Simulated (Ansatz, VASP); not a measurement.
# Al2B3P5: VASP beside Ansatz

```
CELL_PARAMETERS angstrom
-0.00103 -3.45037 0.00047
3.45071 0.00105 0.00021
-1.72315 1.71951 12.71488
ATOMIC_POSITIONS crystal
Al 0.89648 0.89633 0.79286
Al 0.10385 0.10351 0.20714
B 0.49989 0.50011 0.00000
B 0.70703 0.70694 0.41383
B 0.29301 0.29299 0.58616
P 0.45705 0.95726 0.91431
P 0.04270 0.54286 0.08569
P 0.66440 0.16433 0.32852
P 0.25004 0.74997 0.50000
P 0.83555 0.33571 0.67148
```

Change from the starting cell: cell x1, atoms moved at random (sigma 0.1 Å) and cell strained at random (1.5 %), then relaxed without symmetry.

Alike in both runs: functional PBE; k mesh 4 × 4 × 4; occupations gaussian, width 0.1 eV; no spin polarisation.

Ansatz relaxed the structure, and its values are those at the end. VASP's run is a single point on that final structure, the one shown.

|  | VASP | Ansatz |
| --- | --- | --- |
| version | VASP 6.6.1 | Ansatz 0.2.0 |
| potentials or method | VASP PAW PBE potentials, release 64 (Al, B, P), cutoff 520 eV | scalar-relativistic, plane waves, PAW |
| valence electrons in the cell | 40 | 40 |

```tsv
	VASP	Ansatz	Ansatz less VASP
gap on the k mesh at the Fermi level (eV)	0.58	0.58	+0.003
least direct gap on the mesh (eV)	0.59	0.60	+0.003
pressure (GPa)	-0.1	0.1	+0.15
rms of the force components (eV/Å)	0.003	0.003	-0.0003
```

The functional is the same, so the differences come from potentials, cutoffs and numerics.

The k mesh is coarse, so the values compare programs but aren't converged.
